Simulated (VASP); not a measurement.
# Ti3Al (P-6m2) in VASP: further runs

Ti3Al is run at these levels: r2SCAN; tasks: single point.

All numbers are computed with VASP 6.6.1; they aren't measurements. Logs are shortened: lines on timing, memory, paths and dates and some standing lists are left out, and cuts for length are marked.

### Step 1. The cell of the first run

Symmetry: P-6m2, No. 187, hexagonal system. Conventional cell: a = 2.928 Å, b = 2.928 Å, c = 9.226 Å, α = 90.00°, β = 90.00°, γ = 120.00°. Ti (site symmetry 3m) has 9 Ti at 2.86 to 2.93 Å and 3 Al at 2.86 Å within 3.8 Å. Within 3.8 Å of Ti (site symmetry -6m2) lie 12 Ti at 2.86 to 2.93 Å. Within 3.8 Å of Al (site symmetry -6m2) lie 6 Ti at 2.86 Å and 6 Al at 2.93 Å.

### Step 2. Single point, r2SCAN

Input file POSCAR:

```
Ti3Al
1.0
    2.9275422229      0.0000000000      0.0000000000
   -1.4637711114      2.5353259357      0.0000000000
    0.0000000000      0.0000000000      9.2263620000
Ti Al
3 1
Direct
    0.3333333333      0.6666666667      0.2494060000
    0.3333333333      0.6666666667      0.7505940000
    0.6666666667      0.3333333333      0.0000000000
    0.6666666667      0.3333333333      0.5000000000
```

Input file INCAR.step1:

```
ALGO = Normal
EDIFF = 1E-4
ENCUT = 520
GGA = PE
ISMEAR = -1
LASPH = True
LCHARG = False
LREAL = False
LWAVE = True
NBANDS = 28
NELM = 100
PREC = Accurate
SIGMA = 0.05
```

Input file INCAR.step2:

```
ALGO = Normal
EDIFF = 1E-6
ENCUT = 520
ISIF = 2
ISMEAR = -1
ISTART = 1
LASPH = True
LCHARG = True
LELF = True
LMIXTAU = True
LREAL = False
LVHAR = True
LWAVE = False
METAGGA = R2SCAN
NBANDS = 28
NELM = 100
PREC = Accurate
SIGMA = 0.05
```

Input file KPOINTS:

```
k-points
0
Gamma
  10 10 3
```

Potentials or basis: VASP PAW PBE potentials, release 64 (Ti_sv, Al).

Started as:

```console
cat potpaw_PBE.64/Ti_sv/POTCAR potpaw_PBE.64/Al/POTCAR > POTCAR
cp INCAR.step1 INCAR
mpirun -np 1 vasp_std > vasp.out
cp INCAR.step2 INCAR
mpirun -np 1 vasp_std > vasp.out
```

OUTCAR:

```text
EDIFF = 1E-6
   ENCUT = 520
   ISIF = 2
   ISMEAR = -1
   ISTART = 1
   LASPH = True
   LREAL = False
   METAGGA = R2SCAN
   NELM = 100
   PREC = Accurate

 ion  position               nearest neighbor table
   1  0.333  0.667  0.249-   3 2.86   3 2.86   3 2.86   4 2.86   4 2.86   4 2.86
   2  0.333  0.667  0.751-   3 2.86   3 2.86   3 2.86   4 2.86   4 2.86   4 2.86
   3  0.667  0.333  0.000-   1 2.86   2 2.86   1 2.86   2 2.86   1 2.86   2 2.86
   4  0.667  0.333  0.500-   1 2.86   2 2.86   1 2.86   2 2.86   1 2.86   2 2.86

  LATTYP: Found a hexagonal cell.
 ALAT       =     2.9275422229
 C/A-ratio  =     3.1515726495

  Lattice vectors:

 A1 = (   2.9275422229,   0.0000000000,   0.0000000000)
 A2 = (  -1.4637711114,   2.5353259357,   0.0000000000)
 A3 = (   0.0000000000,   0.0000000000,   9.2263620000)

Analysis of symmetry for initial positions (statically):
=====================================================================
 Subroutine PRICEL returns:
 Original cell was already a primitive cell.

 Routine SETGRP: Setting up the symmetry group for a
 hexagonal supercell.

 Subroutine GETGRP returns: Found 12 space group operations
 (whereof 12 operations were pure point group operations)
 out of a pool of 24 trial point group operations.

The static configuration has the point symmetry D_3h.

Analysis of symmetry for dynamics (positions and initial velocities):
=====================================================================
 Subroutine PRICEL returns:
 Original cell was already a primitive cell.

 Routine SETGRP: Setting up the symmetry group for a
 hexagonal supercell.

 Subroutine GETGRP returns: Found 12 space group operations
 (whereof 12 operations were pure point group operations)
 out of a pool of 24 trial point group operations.

The dynamic configuration has the point symmetry D_3h.

 Subroutine INISYM returns: Found 12 space group operations
 (whereof 12 operations are pure point group operations),
 and found     1 'primitive' translations

----------------------------------------------------------------------------------------

                                     Primitive cell

  volume of cell :      68.4806

  direct lattice vectors                    reciprocal lattice vectors
     2.927542223  0.000000000  0.000000000     0.341583459  0.197213302  0.000000000
    -1.463771111  2.535325936  0.000000000     0.000000000  0.394426604  0.000000000
     0.000000000  0.000000000  9.226362000     0.000000000  0.000000000  0.108385082

  length of vectors
     2.927542223  2.927542223  9.226362000     0.394426604  0.394426604  0.108385082

  position of ions in fractional coordinates (direct lattice)
     0.333333333  0.666666667  0.249406000
     0.333333333  0.666666667  0.750594000
     0.666666667  0.333333333  0.000000000
     0.666666667  0.333333333  0.500000000

  ion indices of the primitive-cell ions
   primitive index   ion index
                 1           1
                 2           2
                 3           3
                 4           4

----------------------------------------------------------------------------------------

 KPOINTS: k-points

Automatic generation of k-mesh.
 Grid dimensions read from file:
 generate k-points for:   10   10    3

 Generating k-lattice:

  Cartesian coordinates                     Fractional coordinates (reciprocal lattice)
     0.034158346  0.019721330  0.000000000     0.100000000  0.000000000  0.000000000
     0.000000000  0.039442660  0.000000000     0.000000000  0.100000000  0.000000000
     0.000000000  0.000000000  0.036128361     0.000000000  0.000000000  0.333333333

  Length of vectors
     0.039442660  0.039442660  0.036128361

  Shift w.r.t. Gamma in fractional coordinates (k-lattice)
     0.000000000  0.000000000  0.000000000

 Subroutine IBZKPT returns following result:
 ===========================================

 Found     28 irreducible k-points:

 Following reciprocal coordinates:
            Coordinates               Weight
  0.000000  0.000000  0.000000      1.000000
  0.100000 -0.000000  0.000000      6.000000
  0.200000 -0.000000  0.000000      6.000000
  0.300000  0.000000  0.000000      6.000000
  0.400000  0.000000  0.000000      6.000000
  0.500000 -0.000000  0.000000      3.000000
[... 16 lines left out ...]
  0.300000  0.100000  0.333333     24.000000
  0.400000  0.100000  0.333333     24.000000
 [... further k-points ...]
   k-points           NKPTS =     28   k-points in BZ     NKDIM =     28   number of bands    NBANDS=     28
   number of dos      NEDOS =    301   number of ions     NIONS =      4
   total plane-waves  NPLWV =  40320
   dimension x,y,z NGX =    24 NGY =   24 NGZ =   70
   dimension x,y,z NGXF=    48 NGYF=   48 NGZF=  140
   ions per type =               3   1
   NGX,Y,Z   is equivalent  to a cutoff of  13.63, 13.63, 12.61 a.u.
   NGXF,Y,Z  is equivalent  to a cutoff of  27.26, 27.26, 25.23 a.u.
 SYSTEM =  unknown system
   PREC   = accura    normal or accurate (medium, high low for compatibility)
   ISTART =      1    job   : 0-new  1-cont  2-samecut
   ICHARG =      0    charge: 1-file 2-atom 10-const
   ISPIN  =      1    spin polarized calculation?
   LNONCOLLINEAR =      F non collinear calculations
   LSORBIT =      F    spin-orbit coupling
   LASPH  =      T    aspherical Exc in radial PAW
   ENCUT  =  520.0 eV  38.22 Ry    6.18 a.u.   5.44  5.44 17.15*2*pi/ulx,y,z
   NELM   =    100;   NELMIN=  2; NELMDL=  0     # of ELM steps
   EDIFF  = 0.1E-05   stopping-criterion for ELM
   LREAL  =      F    real-space projection
   EDIFFG = 0.1E-04   stopping-criterion for IOM
   NSW    =      0    number of steps for IOM
   IBRION =     -1    ionic relax: 0-MD 1-quasi-New 2-CG
   NFREE  =      0    steps in history (QN), initial steepest desc. (CG)
   ISIF   =      2    stress and relaxation
   ISYM   =      2    0-nonsym 1-usesym 2-fastsym
   POTIM  = 0.5000    time-step for ionic-motion
   TEBEG  =    0.0;   TEEND  =   0.0 temperature during run
   PSTRESS=    0.0 pullay stress
   NELECT =      39.0000    total number of electrons
   NUPDOWN=      -1.0000    fix difference up-down
   EMIN   =  10.00;   EMAX   =-10.00  energy-range for DOS
   EFERMI =   0.00;   METHOD = LEGACY
   ISMEAR =    -1;   SIGMA  =   0.05  broadening in eV -4-tet -1-fermi 0-gaus
   EFERMI_NEDOS =   21; number of points for ismear=-14 and -15
   IALGO  =     38    algorithm
   IMIX   =      4    mixing-type and parameters
     AMIX     =   0.40;   BMIX     =  1.00
     AMIX_MAG =   1.60;   BMIX_MAG =  1.00
  volume/ion in A,a.u.               =      17.12       115.53
  Fermi-wavevector in a.u.,A,eV,Ry     =   1.356981  2.564323 25.053746  1.841398
  Thomas-Fermi vector in A             =   2.483938
   LORBIT       =      0    0 simple, 1 ext, 2 COOP (PROOUT), +10 PAW based schemes
   METAGGA = R2SCAN    functional components
   LHFCALC =     F    Hartree Fock is set to
   AEXX    =    0.0000 exact exchange contribution
   IVDW    =     0    specifies the selected vdW correction
   LEPSILON=     F    determine dielectric tensor
   LRPA    =     F    only Hartree local field effects (RPA)
 non-spin polarized calculation
  energy-cutoff  :      520.00
  volume of cell :       68.48
 maximum number of plane-waves:      1907
 NGX is ok and might be reduce to    24
   NGX = 11   NGY = 11   NGZ = 35

 number of electron      38.9999989 magnetization

 Free energy of the ion-electron system (eV)
  ---------------------------------------------------
  ext. energy  EPLUGINS =         0.00000000
  ---------------------------------------------------
  free energy    TOTEN  =       -46.17172915 eV

  energy without entropy =      -46.14622874  energy(sigma->0) =      -46.15897894

 E-fermi :   8.0434     XC(G=0): -12.0501

 val. band max:        7.9991032989   @ k =   0.2000   0.2000   0.3333
 cond. band min:       8.0633721605   @ k =   0.4000   0.2000   0.3333
 fundamental gap:      0.0642688616
 Fermi energy:         8.0433767378

 k-point     1 :       0.0000    0.0000    0.0000
  band No.  band energies     occupation
      1     -51.0831      2.00000
      2     -51.0248      2.00000
      3     -50.9722      2.00000
      4     -26.5678      2.00000
      5     -26.3024      2.00000
      6     -26.0127      2.00000
[... 20 lines left out ...]
     27      10.3354      0.00000
     28      10.9667      0.00000

 k-point     2 :       0.1000   -0.0000    0.0000
  band No.  band energies     occupation
      1     -51.0733      2.00000
      2     -51.0174      2.00000
      3     -50.9671      2.00000
      4     -26.5506      2.00000
      5     -26.3034      2.00000
      6     -26.0383      2.00000
[... 20 lines left out ...]
     27      10.2387      0.00000
     28      10.8696      0.00000

 k-point     3 :       0.2000   -0.0000    0.0000
  band No.  band energies     occupation
      1     -51.0470      2.00000
      2     -50.9979      2.00000
      3     -50.9546      2.00000
      4     -26.5061      2.00000
      5     -26.3223      2.00000
      6     -26.1343      2.00000
[... 20 lines left out ...]
     27      10.2081      0.00000
     28      10.7906      0.00000

 k-point     4 :       0.3000    0.0000    0.0000
  band No.  band energies     occupation
      1     -51.0125      2.00000
      2     -50.9737      2.00000
      3     -50.9408      2.00000
      4     -26.4629      2.00000
      5     -26.3985      2.00000
      6     -26.2517      2.00000
[... 578 lines left out ...]
     27      10.5627      0.00000
     28      11.0319      0.00000

 k-point    23 :       0.3000    0.1000    0.3333
  band No.  band energies     occupation
      1     -50.9916      2.00000
      2     -50.9601      2.00000
      3     -50.9346      2.00000
      4     -26.4565      2.00000
      5     -26.4442      2.00000
      6     -26.3136      2.00000
[... 20 lines left out ...]
     27      11.2347      0.00000
     28      11.5328      0.00000

 k-point    24 :       0.4000    0.1000    0.3333
  band No.  band energies     occupation
      1     -50.9679      2.00000
      2     -50.9465      2.00000
      3     -50.9312      2.00000
      4     -26.5131      2.00000
      5     -26.4893      2.00000
      6     -26.3834      2.00000
[... 20 lines left out ...]
     27      11.3885      0.00000
     28      11.6887      0.00000

 [... further k-points ...]
[... 5 lines left out ...]
  --------------------------------------------------------------------------------------
  -------------------------------------------------------------------------------------
  Total       -0.2486687     -0.2486687     -0.2312564     -0.0000000      0.0000000      0.0000000
  in kB       -5.8178731     -5.8178731     -5.4104944     -0.0000000      0.0000000      0.0000000
  external PRESSURE =      -5.6820802 kB  Pullay stress =       0.0000000 kB

 VOLUME and BASIS-vectors are now :
 -----------------------------------------------------------------------------
  energy-cutoff  :      520.00
  volume of cell :       68.48
      direct lattice vectors                 reciprocal lattice vectors
     2.927542223  0.000000000  0.000000000     0.341583459  0.197213302  0.000000000
    -1.463771111  2.535325936  0.000000000     0.000000000  0.394426604  0.000000000
     0.000000000  0.000000000  9.226362000     0.000000000  0.000000000  0.108385082

 POSITION                                       TOTAL-FORCE (eV/Angst)
 -----------------------------------------------------------------------------------
     -0.00000      1.69022      2.30111        -0.000000     -0.000000      0.011838
     -0.00000      1.69022      6.92525        -0.000000      0.000000     -0.011838
      1.46377      0.84511      0.00000        -0.000000      0.000000      0.000000
      1.46377      0.84511      4.61318         0.000000      0.000000      0.000000
 -----------------------------------------------------------------------------------
    total drift:                               -0.000003      0.000002      0.000000

  FREE ENERGIE OF THE ION-ELECTRON SYSTEM (eV)
  ---------------------------------------------------
  free  energy   TOTEN  =       -46.1717291522 eV

  energy  without entropy=      -46.1462287355  energy(sigma->0) =      -46.15897894
```

Wall time 1.8 min (1 thread of Intel Xeon 6975P-C (Granite Rapids), shared host); peak memory 0.22 GiB.

What came out:

```
Free energy   : -46.1717 eV
Pressure      : -0.6 GPa
Largest force : 0.012 eV/Å
```

Forces on the atoms (eV/Å):
```
Ti   0.000  0.000  0.012
Ti   0.000  0.000 -0.012
Ti   0.000  0.000  0.000
Al   0.000  0.000  0.000
```

Levels at points of the mesh, in eV from the Fermi level:
| k point | band 17 | band 18 | band 19 | band 20 | band 21 | band 22 | band 23 | band 24 |
| --- | --- | --- | --- | --- | --- | --- | --- | --- |
| (0.00, 0.00, 0.00) | -0.93 | 0.38 | 0.78 | 0.91 | 0.91 | 1.01 | 1.01 | 1.33 |
| (0.50, 0.00, 0.00) | -1.56 | -1.28 | -0.75 | -0.54 | 0.96 | 1.03 | 1.14 | 1.91 |

Caveat: the PAW data sets were made with another functional, which shifts forces and pressure a little.

### Step 3. Single point, r2SCAN

This run uses another cell than the first one, of 17.46 Å³/atom, 1.020 times its volume.

Input file POSCAR:

```
Ti3Al
1.0
    2.9469304848      0.0000000000      0.0000000000
   -1.4734652423      2.5521166630      0.0000000000
    0.0000000000      0.0000000000      9.2874655158
Ti Al
3 1
Direct
    0.3333333333      0.6666666667      0.2494060000
    0.3333333333      0.6666666667      0.7505940000
    0.6666666667      0.3333333333      0.0000000000
    0.6666666667      0.3333333333      0.5000000000
```

Input file INCAR.step1:

```
  PREC = Accurate
  ENCUT = 520
  ISMEAR = -1
  SIGMA = 0.05
  LREAL = False
  LASPH = True
  NELM = 80
  NBANDS = 28
  GGA = PE
  ALGO = Normal
  EDIFF = 1E-4
  LWAVE = True
  LCHARG = False
```

Input file INCAR.step2:

```
  PREC = Accurate
  ENCUT = 520
  EDIFF = 1E-7
  ISMEAR = -1
  SIGMA = 0.05
  LREAL = False
  LASPH = True
  NELM = 80
  ALGO = Normal
  ISIF = 2
  LWAVE = False
  LCHARG = False
  METAGGA = R2SCAN
  LMIXTAU = True
  NBANDS = 28
  ISTART = 1
```

Input file KPOINTS:

```
regular mesh
0
Gamma
  10 10 3
```

Potentials or basis: VASP PAW PBE potentials, release 64 (Ti_sv, Al).

Started as:

```console
cat potpaw_PBE.64/Ti_sv/POTCAR potpaw_PBE.64/Al/POTCAR > POTCAR
cp INCAR.step1 INCAR
mpirun -np 1 vasp_std > vasp.out
cp INCAR.step2 INCAR
mpirun -np 1 vasp_std > vasp.out
```

Wall time 2.2 min (1 thread of Intel Xeon 6975P-C (Granite Rapids), shared host); peak memory 0.22 GiB.

It converged, with:

```yaml
Free_energy: -46.1581 eV
Pressure: -2.7 GPa
```

Stress tensor (GPa, compression positive):
```
-2.71  0.00  0.00
 0.00 -2.71  0.00
 0.00  0.00 -2.82
```

Levels at points of the mesh, in eV from the Fermi level:
| k point | band 18 | band 19 | band 20 | band 21 | band 22 | band 23 |
| --- | --- | --- | --- | --- | --- | --- |
| (0.00, 0.00, 0.00) | 0.35 | 0.76 | 0.90 | 0.90 | 0.99 | 0.99 |
| (0.50, 0.00, 0.00) | -1.25 | -0.74 | -0.56 | 0.93 | 1.01 | 1.10 |

Caveat: the PAW data sets were made with another functional, which shifts forces and pressure a little.

### Step 4. Single point, r2SCAN

This run uses another cell than the first one, of 17.80 Å³/atom, 1.040 times its volume.

Input file POSCAR:

```
Ti3Al
1.0
    2.9660669332      0.0000000000      0.0000000000
   -1.4830334666      2.5686893135      0.0000000000
    0.0000000000      0.0000000000      9.3477754233
Ti Al
3 1
Direct
    0.3333333333      0.6666666667      0.2494060000
    0.3333333333      0.6666666667      0.7505940000
    0.6666666667      0.3333333333      0.0000000000
    0.6666666667      0.3333333333      0.5000000000
```

Input file INCAR.step1:

```
SYSTEM = Ti3Al
  ALGO = Normal
  EDIFF = 1E-4
  ENCUT = 520
  GGA = PE
  ISMEAR = -1
  LASPH = .TRUE.
  LCHARG = .FALSE.
  LREAL = .FALSE.
  LWAVE = .TRUE.
  NBANDS = 28
  NELM = 80
  PREC = Accurate
  SIGMA = 0.05
```

Input file INCAR.step2:

```
SYSTEM = Ti3Al
  ALGO = Normal
  EDIFF = 1E-6
  ENCUT = 520
  ISIF = 2
  ISMEAR = -1
  ISTART = 1
  LASPH = .TRUE.
  LCHARG = .FALSE.
  LMIXTAU = .TRUE.
  LREAL = .FALSE.
  LWAVE = .FALSE.
  METAGGA = R2SCAN
  NBANDS = 28
  NELM = 80
  PREC = Accurate
  SIGMA = 0.05
```

Input file KPOINTS:

```
k-points
0
G
  10 10 3
  0 0 0
```

Started as:

```console
cat potpaw_PBE.64/Ti_sv/POTCAR potpaw_PBE.64/Al/POTCAR > POTCAR
cp INCAR.step1 INCAR
mpirun -np 1 vasp_std > vasp.out
cp INCAR.step2 INCAR
mpirun -np 1 vasp_std > vasp.out
```

Wall time 1.9 min (1 thread of Intel Xeon 6975P-C (Granite Rapids), shared host); peak memory 0.22 GiB.

It converged, with:

- Free energy: -46.1266 eV
- Pressure: -4.7 GPa
- Largest force: 0.010 eV/Å

Forces in eV/Å, atoms in the order of the input:
```
Ti   0.000  0.000 -0.010
Ti   0.000  0.000  0.010
Ti   0.000  0.000  0.000
Al   0.000  0.000  0.000
```

Stress tensor (GPa, compression positive):
```
-4.64  0.00  0.00
 0.00 -4.64  0.00
 0.00  0.00 -4.90
```

Levels at points of the mesh, in eV from the Fermi level:
| k point | band 17 | band 18 | band 19 | band 20 | band 21 | band 22 | band 23 | band 24 |
| --- | --- | --- | --- | --- | --- | --- | --- | --- |
| (0.00, 0.00, 0.00) | -0.94 | 0.33 | 0.75 | 0.89 | 0.89 | 0.97 | 0.97 | 1.27 |
| (0.50, 0.00, 0.00) | -1.49 | -1.22 | -0.74 | -0.58 | 0.89 | 1.00 | 1.07 | 1.83 |

Caveat: the PAW data sets were made with another functional, which shifts forces and pressure a little.

(Part 1 of 2 ends here.)
